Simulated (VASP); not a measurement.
# BAs (F-43m) in VASP: G0W0 quasiparticle levels with LDA

Aim: the G0W0 quasiparticle levels of BAs with LDA.

Program: VASP 6.6.1. These are calculated values, not measurements. Logs are shortened: lines on timing, memory, paths and dates and some standing lists are left out, and cuts for length are marked.

## (1) The cell of the first run

The structure is cubic, space group F-43m (No. 216). Conventional cell: a = 4.784 Å, b = 4.784 Å, c = 4.784 Å, α = 90.00°, β = 90.00°, γ = 90.00°. B (site symmetry -43m) has 4 As at 2.07 Å within 2.7 Å. As (site symmetry -43m) has 4 B at 2.07 Å within 2.7 Å.

## (2) G0W0 quasiparticle levels, LDA

POSCAR

```
BAs
1.0
    0.0000000000      2.3918676038      2.3918676038
    2.3918676038      0.0000000000      2.3918676038
    2.3918676038      2.3918676038      0.0000000000
B As
1 1
Direct
    0.0000000000      0.0000000000      0.0000000000
    0.2500000000      0.2500000000      0.2500000000
```

INCAR.step1

```
SYSTEM = BAs
PREC = Accurate ; ENCUT = 500
EDIFF = 1E-8 ; ISMEAR = 0
SIGMA = 0.01 ; LREAL = .FALSE.
LASPH = .TRUE. ; NELM = 100
ALGO = Normal ; LWAVE = .TRUE.
LCHARG = .FALSE.
```

INCAR.step2

```
SYSTEM = BAs
PREC = Accurate ; ENCUT = 500
EDIFF = 1E-8 ; ISMEAR = 0
SIGMA = 0.01 ; LREAL = .FALSE.
LASPH = .TRUE. ; NELM = 1
ALGO = Exact ; LWAVE = .TRUE.
LCHARG = .FALSE. ; NBANDS = 64
LOPTICS = .TRUE. ; ISTART = 1
```

INCAR.step3

```
SYSTEM = BAs
PREC = Accurate ; ENCUT = 500
EDIFF = 1E-8 ; ISMEAR = 0
SIGMA = 0.01 ; LREAL = .FALSE.
LASPH = .TRUE. ; ALGO = EVGW0
LWAVE = .FALSE. ; LCHARG = .FALSE.
NELMGW = 1 ; NBANDS = 64
ENCUTGW = 80.0 ; NOMEGA = 48
PRECFOCK = Fast ; ISTART = 1
NBANDSGW = 12
```

KPOINTS

```
Automatic mesh
0
G
  4 4 4
  0 0 0
```

Potentials or basis: VASP PAW LDA potentials, release 64 (B_GW, As_GW).

On the command line:

```
$ cat potpaw_LDA.64/B_GW/POTCAR potpaw_LDA.64/As_GW/POTCAR > POTCAR
$ cp INCAR.step1 INCAR
$ mpirun -np 1 vasp_std > vasp.out
$ cp INCAR.step2 INCAR
$ mpirun -np 1 vasp_std > vasp.out
$ cp INCAR.step3 INCAR
$ mpirun -np 1 vasp_std > vasp.out
```

OUTCAR:

```text
SYSTEM = BAs
   PREC = Accurate
   ENCUT = 500
   EDIFF = 1E-8
   ISMEAR = 0
   LREAL = .FALSE.
   LASPH = .TRUE.
   NELMGW = 1
   ENCUTGW = 80.0
   PRECFOCK = Fast
   ISTART = 1

 ion  position               nearest neighbor table
   1  0.000  0.000  0.000-   2 2.07   2 2.07   2 2.07   2 2.07
   2  0.250  0.250  0.250-   1 2.07   1 2.07   1 2.07   1 2.07

  LATTYP: Found a face centered cubic cell.
 ALAT       =     4.7837352076

  Lattice vectors:

 A1 = (   0.0000000000,   2.3918676038,   2.3918676038)
 A2 = (   2.3918676038,   0.0000000000,   2.3918676038)
 A3 = (   2.3918676038,   2.3918676038,   0.0000000000)

Analysis of symmetry for initial positions (statically):
=====================================================================
 Subroutine PRICEL returns:
 Original cell was already a primitive cell.

 Routine SETGRP: Setting up the symmetry group for a
 face centered cubic supercell.

 Subroutine GETGRP returns: Found 24 space group operations
 (whereof 24 operations were pure point group operations)
 out of a pool of 48 trial point group operations.

The static configuration has the point symmetry T_d .

Analysis of symmetry for dynamics (positions and initial velocities):
=====================================================================
 Subroutine PRICEL returns:
 Original cell was already a primitive cell.

 Routine SETGRP: Setting up the symmetry group for a
 face centered cubic supercell.

 Subroutine GETGRP returns: Found 24 space group operations
 (whereof 24 operations were pure point group operations)
 out of a pool of 48 trial point group operations.

The dynamic configuration has the point symmetry T_d .

 Subroutine INISYM returns: Found 24 space group operations
 (whereof 24 operations are pure point group operations),
 and found     1 'primitive' translations

----------------------------------------------------------------------------------------

                                     Primitive cell

  volume of cell :      27.3679

  direct lattice vectors                    reciprocal lattice vectors
     0.000000000  2.391867604  2.391867604    -0.209041671  0.209041671  0.209041671
     2.391867604  0.000000000  2.391867604     0.209041671 -0.209041671  0.209041671
     2.391867604  2.391867604  0.000000000     0.209041671  0.209041671 -0.209041671

  length of vectors
     3.382611605  3.382611605  3.382611605     0.362070795  0.362070795  0.362070795

  position of ions in fractional coordinates (direct lattice)
     0.000000000  0.000000000  0.000000000
     0.250000000  0.250000000  0.250000000

  ion indices of the primitive-cell ions
   primitive index   ion index
                 1           1
                 2           2

----------------------------------------------------------------------------------------

 KPOINTS: Automatic mesh

Automatic generation of k-mesh.
 Grid dimensions read from file:
 generate k-points for:    4    4    4

 Generating k-lattice:

  Cartesian coordinates                     Fractional coordinates (reciprocal lattice)
    -0.052260418  0.052260418  0.052260418     0.250000000  0.000000000  0.000000000
     0.052260418 -0.052260418  0.052260418     0.000000000  0.250000000  0.000000000
     0.052260418  0.052260418 -0.052260418     0.000000000  0.000000000  0.250000000

  Length of vectors
     0.090517699  0.090517699  0.090517699

  Shift w.r.t. Gamma in fractional coordinates (k-lattice)
     0.000000000  0.000000000  0.000000000

 Subroutine IBZKPT returns following result:
 ===========================================

 Found      8 irreducible k-points:

 Following reciprocal coordinates:
            Coordinates               Weight
  0.000000  0.000000  0.000000      1.000000
  0.250000  0.000000  0.000000      8.000000
  0.500000  0.000000  0.000000      4.000000
  0.250000  0.250000  0.000000      6.000000
  0.500000  0.250000  0.000000     24.000000
 -0.250000  0.250000  0.000000     12.000000
  0.500000  0.500000  0.000000      3.000000
 -0.250000  0.500000  0.250000      6.000000
   k-points           NKPTS =      8   k-points in BZ     NKDIM =     64   number of bands    NBANDS=     64
   number of dos      NEDOS =    301   number of ions     NIONS =      2
   total plane-waves  NPLWV =  21952
   dimension x,y,z NGX =    28 NGY =   28 NGZ =   28
   dimension x,y,z NGXF=    56 NGYF=   56 NGZF=   56
   ions per type =               1   1
   NGX,Y,Z   is equivalent  to a cutoff of  13.76, 13.76, 13.76 a.u.
   NGXF,Y,Z  is equivalent  to a cutoff of  27.52, 27.52, 27.52 a.u.
 SYSTEM =  BAs
   PREC   = accura    normal or accurate (medium, high low for compatibility)
   ISTART =      1    job   : 0-new  1-cont  2-samecut
   ICHARG =      0    charge: 1-file 2-atom 10-const
   ISPIN  =      1    spin polarized calculation?
   LNONCOLLINEAR =      F non collinear calculations
   LSORBIT =      F    spin-orbit coupling
   LASPH  =      T    aspherical Exc in radial PAW
   ENCUT  =  500.0 eV  36.75 Ry    6.06 a.u.   6.17  6.17  6.17*2*pi/ulx,y,z
   NELM   =     60;   NELMIN=  2; NELMDL=  0     # of ELM steps
   EDIFF  = 0.1E-07   stopping-criterion for ELM
   LREAL  =      F    real-space projection
   EDIFFG = 0.1E-06   stopping-criterion for IOM
   NSW    =      0    number of steps for IOM
   IBRION =     -1    ionic relax: 0-MD 1-quasi-New 2-CG
   NFREE  =      0    steps in history (QN), initial steepest desc. (CG)
   ISIF   =      0    stress and relaxation
   ISYM   =      3    0-nonsym 1-usesym 2-fastsym
   POTIM  = 0.5000    time-step for ionic-motion
   TEBEG  =    0.0;   TEEND  =   0.0 temperature during run
   PSTRESS=    0.0 pullay stress
   NELECT =       8.0000    total number of electrons
   NUPDOWN=      -1.0000    fix difference up-down
   EMIN   =  10.00;   EMAX   =-10.00  energy-range for DOS
   EFERMI =   0.00;   METHOD = LEGACY
   ISMEAR =     0;   SIGMA  =   0.01  broadening in eV -4-tet -1-fermi 0-gaus
   EFERMI_NEDOS =   21; number of points for ismear=-14 and -15
   IALGO  =     38    algorithm
   IMIX   =      4    mixing-type and parameters
     AMIX     =   0.40;   BMIX     =  1.00
     AMIX_MAG =   1.60;   BMIX_MAG =  1.00
  volume/ion in A,a.u.               =      13.68        92.34
  Fermi-wavevector in a.u.,A,eV,Ry     =   1.086487  2.053162 16.061039  1.180453
  Thomas-Fermi vector in A             =   2.222624
   LORBIT       =      0    0 simple, 1 ext, 2 COOP (PROOUT), +10 PAW based schemes
   GGA     = CA    functional components
   LHFCALC =     T    Hartree Fock is set to
   PRECFOCK=fast      Normal, Fast or Accurate (Low or Medium for compatibility)
   ENCUT4O =  -1.0   cutoff for four orbital integrals eV
   NKREDX  =     1    reduce k-point grid by
   NKREDY  =     1    reduce k-point grid by
   NKREDZ  =     1    reduce k-point grid by
   AEXX    =    1.0000 exact exchange contribution
   HFSCREEN=    0.0000 screening length (either q_TF or 0.3 A-1)
   HFSCREENC=   0.0000 screening length for correlation (either q_TF or 0.3 A-1)
   ENCUTFOCK=  -1.0 apply spherical cutoff to Coloumb kernel
   IVDW    =     0    specifies the selected vdW correction
   LEPSILON=     F    determine dielectric tensor
   LRPA    =     F    only Hartree local field effects (RPA)
   LRPAFORCE           =     F    calculate RPA forces
   ENCUTGW             =  80.0    cutoff for response function in eV
   ENCUTGWSOFT         =  64.0    soft cutoff for Coulomb kernel in GW response function in eV
   ENCUTLF             =  -1.0    cutoff for local field effects
   NELMGW              =     1    number of iterations in solving QP/BSE equation
   NELMHF              =     1    number of iterations in the inner HF iteration
   NKREDLFX            =     1    NKREDLFY  =   1   NKREDLFZ  =   1
 non-spin polarized calculation
 Gauss-broadening in eV      SIGMA  =   0.01
  energy-cutoff  :      500.00
  volume of cell :       27.37
 maximum number of plane-waves:       725
 NGX is ok and might be reduce to    28
  NGX = 14; NGY = 14; NGZ = 14
   NGX = 13   NGY = 13   NGZ = 13
 maximum number of plane-waves:        59
 NGX is ok and might be reduce to    10

 QP shifts <psi_nk| G(iteration)W_0 |psi_nk>: iteration 1
 for sc-GW calculations column KS-energies equals QP-energies in previous step
 and V_xc(KS)=  KS-energies - (<T + V_ion + V_H > + <T+V_H+V_ion>^1  + <V_x>^1)

 k-point   1 :       0.0000    0.0000    0.0000
  band No.  KS-energies  QP-energies   sigma(KS)   V_xc(KS)     V^pw_x(r,r')   Z            occupation Imag(sigma)

      1      -9.1689      -9.6127     -12.4867     -11.8700     -19.5432       0.7197       2.0000       1.2781
      2       6.1859       6.1442     -12.8676     -12.8147     -14.2652       0.7890       2.0000       0.0758
      3       6.1859       6.1442     -12.8676     -12.8147     -14.2652       0.7890       2.0000       0.0758
      4       6.1859       6.1442     -12.8676     -12.8147     -14.2652       0.7890       2.0000       0.0758
      5       9.4134      10.0990     -10.7898     -11.6613      -6.5799       0.7867       0.0000      -0.0814
      6       9.4134      10.0990     -10.7898     -11.6613      -6.5799       0.7867       0.0000      -0.0814
      7       9.4134      10.0990     -10.7898     -11.6613      -6.5799       0.7867       0.0000      -0.0814
      8      10.8074      11.7412     -11.5362     -12.7671      -6.4307       0.7587       0.0000      -0.1240
      9      15.4828      15.9215      -8.8496      -9.4077      -3.0698       0.7861       0.0000      -0.2917
     10      19.1758      19.4810     -10.1545     -10.5465      -4.3374       0.7787       0.0000      -0.3556
     11      19.1758      19.4810     -10.1545     -10.5465      -4.3374       0.7787       0.0000      -0.3556
     12      20.3865      20.7644      -8.8829      -9.3630      -2.4937       0.7870       0.0000      -0.5338

 k-point   2 :       0.2500    0.0000    0.0000
  band No.  KS-energies  QP-energies   sigma(KS)   V_xc(KS)     V^pw_x(r,r')   Z            occupation Imag(sigma)
[... 97 lines left out ...]
      1      -4.8888      -5.0007     -12.8140     -12.6613     -18.2848       0.7331       2.0000       0.6486
      2      -1.7376      -2.2536     -12.8867     -12.1780     -17.4354       0.7281       2.0000       0.3866
      3       0.6847       0.3650     -11.7855     -11.3669     -14.6413       0.7639       2.0000       0.1633
      4       0.9821       0.6633     -11.8603     -11.4417     -14.6185       0.7614       2.0000       0.1528
      5      11.3420      11.8570     -10.2518     -10.9148      -5.3033       0.7768       0.0000      -0.1247
      6      12.0124      12.9333     -11.0536     -12.2669      -5.6382       0.7590       0.0000      -0.1574
      7      12.8415      13.3190      -9.7942     -10.4003      -4.9083       0.7878       0.0000      -0.1472
      8      13.1789      13.8023     -10.8284     -11.6433      -5.3636       0.7651       0.0000      -0.1972
      9      18.2726      19.0799     -11.1164     -12.2023      -4.2170       0.7434       0.0000      -0.4922
     10      21.5157      22.3444     -11.0594     -12.1569      -4.1979       0.7551       0.0000      -0.7318
     11      21.7197      22.2242     -10.1513     -10.8177      -3.3045       0.7570       0.0000      -0.6457
     12      24.9392      25.6189     -10.2989     -11.1963      -3.4011       0.7575       0.0000      -0.9298
```

It took 49 s on 1 thread of Intel Xeon 8259CL, shared host; peak memory 0.23 GiB.

Results:

- Band gap on the k mesh, mean-field level: 1.32 eV, indirect (least direct gap 3.23 eV)
- Quasiparticle gap: 1.83 eV
- Least direct quasiparticle gap: 3.95 eV

Levels at points of the mesh, in eV from the valence-band top:
| k point | band 1 | band 2 | band 3 | band 4 | band 5 | band 6 | band 7 | band 8 |
| --- | --- | --- | --- | --- | --- | --- | --- | --- |
| (0.00, 0.00, 0.00) | -15.35 | 0.00 | 0.00 | 0.00 | 3.23 | 3.23 | 3.23 | 4.62 |
| (0.50, 0.00, 0.00) | -12.51 | -8.74 | -1.81 | -1.81 | 2.65 | 4.72 | 4.72 | 8.66 |
| (0.50, 0.50, 0.00) | -11.24 | -8.41 | -4.07 | -4.07 | 1.32 | 1.39 | 11.19 | 11.19 |

Caveat: the k points lie up to 0.57 Å⁻¹ apart; bands, screening cutoff and mesh are small and nothing is extrapolated, so the quasiparticle values aren't converged.
